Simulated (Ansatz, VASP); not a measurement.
## Pb in VASP and in Ansatz

```
CELL_PARAMETERS angstrom
0.00000 2.51759 2.51759
2.51759 0.00000 2.51759
2.51759 2.51759 0.00000
ATOMIC_POSITIONS crystal
Pb 0.00000 0.00000 0.00000
```

Alike in both runs: task single point; functional PBE; k mesh 11 × 11 × 11; no spin polarisation.

|  | VASP | Ansatz |
| --- | --- | --- |
| version | VASP 6.6.1 | Ansatz 0.2.0 |
| potentials or method | VASP PAW PBE potentials, release 64 (Pb_d), cutoff 520 eV | plane waves (420 eV) with PAW, scalar-relativistic |
| occupations | methfessel-paxton of order 1, width 1 eV | cold, width 1 eV |
| valence electrons in the cell | 14 | 14 |

|  | VASP | Ansatz | Ansatz less VASP |
| --- | --- | --- | --- |
| pressure (GPa) | 0.0 | 0.0 | -0.02 |

Spin-orbit coupling is off throughout.
